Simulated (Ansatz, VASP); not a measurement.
# One calculation of Si2W, two programs

```
CELL_PARAMETERS angstrom
-1.60739 1.63757 3.99576
1.34829 -1.63757 3.89015
1.60739 1.63757 -3.99576
ATOMIC_POSITIONS crystal
Si 0.31768 0.33398 0.99180
Si 0.65782 0.66602 0.98370
W 0.02450 0.00000 0.02450
```

Alike in both runs: task single point; functional PBE; k mesh 16 × 16 × 16; occupations gaussian, width 0.1 eV; no spin polarisation.

|  | VASP | Ansatz |
| --- | --- | --- |
| version | VASP 6.6.1 | Ansatz 0.2.0 |
| potentials or method | VASP PAW PBE potentials, release 64 (Si, W_sv), cutoff 520 eV | scalar-relativistic, plane waves, PAW |
| valence electrons in the cell | 22 | 22 |

```tsv
	VASP	Ansatz	Ansatz less VASP
gap on the k mesh at the Fermi level (eV)	none	none	-
pressure (GPa)	20.9	20.8	-0.17
traceless stress, the component that is largest in VASP (GPa)	21.24	21.21	-0.030
rms of the force components (eV/Å)	0.723	0.722	-0.0011
```

Atom by atom the forces differ by 0.004 eV/Å (rms over components). A gap of «none» marks a metal or a gap that the smearing closes. The functional is the same, so the differences come from potentials, cutoffs and numerics.

Spin-orbit coupling is off throughout.
